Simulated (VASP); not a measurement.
Write the native input for VASP 6.6.1 that does the following.

```
Task                   : single point
Functional             : PBE
Potentials or basis    : VASP PAW PBE potentials, release 64 (Zr_sv, Nb_sv, N)
Cutoff                 : 520 eV
k mesh                 : 6 × 10 × 6
Occupations            : gaussian, width 0.1 eV
Spin                   : no spin polarisation
Dipole correction      : no
Further INCAR settings : ALGO = Normal; EDIFF = 1e-06; NBANDS = 38
```

The structure of ZrNb2N4 lies in POSCAR:

```
ZrNb2N4
1.0
    5.0941166760      0.0000000000     -0.0200154276
    0.0000000000      3.0529972721      0.0000000000
   -1.6604245747      0.0000000000      5.0576127502
Zr Nb N
1 2 4
Direct
    0.0000000000      0.5000000000      0.5000000000
    0.0000000000      0.0000000000      0.0000000000
    0.5000000000      0.5000000000      0.0000000000
    0.7618243204      0.5000000000      0.7711406154
    0.2569182134      0.0000000000      0.7538058334
    0.7430817866      0.0000000000      0.2461941666
    0.2381756796      0.5000000000      0.2288593846
```

This cell differs from its parent crystal: volume scaled by 0.91, then relaxed in part.

The input as run:

INCAR

```
PREC = Accurate
ENCUT = 520
EDIFF = 1E-6
ISMEAR = 0
SIGMA = 0.1
LREAL = F
LASPH = T
NELM = 60
ALGO = Normal
ISIF = 2
LWAVE = F
LCHARG = T
GGA = PE
LELF = T
LVHAR = T
NBANDS = 38
```

KPOINTS

```
regular mesh
0
Gamma
  6 10 6
```

Potentials or basis: VASP PAW PBE potentials, release 64 (Zr_sv, Nb_sv, N).

Launch:

```console
$ cat potpaw_PBE.64/Zr_sv/POTCAR potpaw_PBE.64/Nb_sv/POTCAR potpaw_PBE.64/N/POTCAR > POTCAR
$ mpirun -np 1 vasp_std > vasp.out
```

It gave:

The pressure is 24.4 GPa and the largest force is 0.035 eV/Å. The band gap on the k mesh is zero (band 29 reaches 11.52 eV, above the bottom of band 30 at 8.85 eV).

It took 5.3 min on 1 thread of Intel Xeon 6975P-C, on a shared host, peak memory 0.41 GiB.
